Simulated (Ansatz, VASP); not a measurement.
## One calculation of InSb, two programs

```
In Sb
1.0
     0.00000    3.23910    3.20671
     3.23910    0.00000    3.20671
     3.23910    3.23910    0.00000
In Sb
1 1
Direct
  0.00000 0.00000 0.00000
  0.75000 0.75000 0.75000
```

Change from the starting cell: strain -0.0100 x Voigt [0, 0, 1, 0, 0, 0], atoms carried along.

Alike in both runs: task single point; functional r2SCAN; k mesh 10 × 10 × 10; occupations gaussian, width 0.03 eV; no spin polarisation.

```csv
,VASP,Ansatz
version,VASP 6.6.1,Ansatz 0.2.0
potentials or method,"VASP PAW PBE potentials, release 64 (In_d, Sb), cutoff 520 eV","scalar-relativistic, plane waves, PAW"
valence electrons in the cell,18,28
```

```csv
,VASP,Ansatz,Ansatz less VASP
gap on the k mesh at the Fermi level (eV),0.27,0.27,0.000
least direct gap on the mesh (eV),0.27,0.27,0.000
pressure (GPa),2.2,2.2,-0.01
"traceless stress, the component that is largest in VASP (GPa)",0.20,0.20,0.000
```

VASP's potentials were made for PBE, not for r2SCAN. VASP's potentials hold 18 valence electrons a cell and Ansatz's 28, so a difference there can come from the potentials and not from the codes.

Neither program's run includes spin-orbit coupling.
